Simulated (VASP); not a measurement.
Set up this calculation in VASP 6.6.1, as the native input.

- Task: single point
- Functional: PBE
- Potentials or basis: VASP PAW PBE potentials, release 64 (B, P)
- Cutoff: 520 eV
- k mesh: 12 × 12 × 12
- Occupations: gaussian, width 0.05 eV
- Spin: no spin polarisation
- Dipole correction: no
- Further INCAR settings: ALGO = Normal; EDIFF = 1e-06; NBANDS = 11

The structure of BP lies in POSCAR:

```
BP
1.0
    0.0000000000      2.2718321433      2.1823555652
    2.1823555652      0.0000000000      2.1823555652
    2.1823555652      2.2718321433      0.0000000000
B P
1 1
Direct
    0.0000000000      0.0000000000      0.0000000000
    0.7500000000      0.7500000000      0.7500000000
```

This cell differs from its parent crystal: volume 10.820 Å^3 an atom, c/a of the conventional cell 1.0410.

One way to write it, as run:

INCAR

```
PREC = Accurate
ENCUT = 520
EDIFF = 1E-6
ISMEAR = 0
SIGMA = 0.05
LREAL = F
LASPH = T
NELM = 60
ALGO = Normal
ISIF = 2
LWAVE = F
LCHARG = T
GGA = PE
LELF = T
LVHAR = T
NBANDS = 11
```

KPOINTS

```
Automatic mesh
0
Gamma
  12 12 12
```

Potentials or basis: VASP PAW PBE potentials, release 64 (B, P).

Command:

```bash
$ cat potpaw_PBE.64/B/POTCAR potpaw_PBE.64/P/POTCAR > POTCAR
$ mpirun -np 1 vasp_std > vasp.out
```

Results of the run:

```
Pressure               : 15.5 GPa
Band gap on the k mesh : 0.81 eV, indirect (least direct gap 3.32 eV)
```

Wall time 39 s on 1 thread of Intel Xeon 8259CL, on a shared host, peak memory 0.16 GiB.
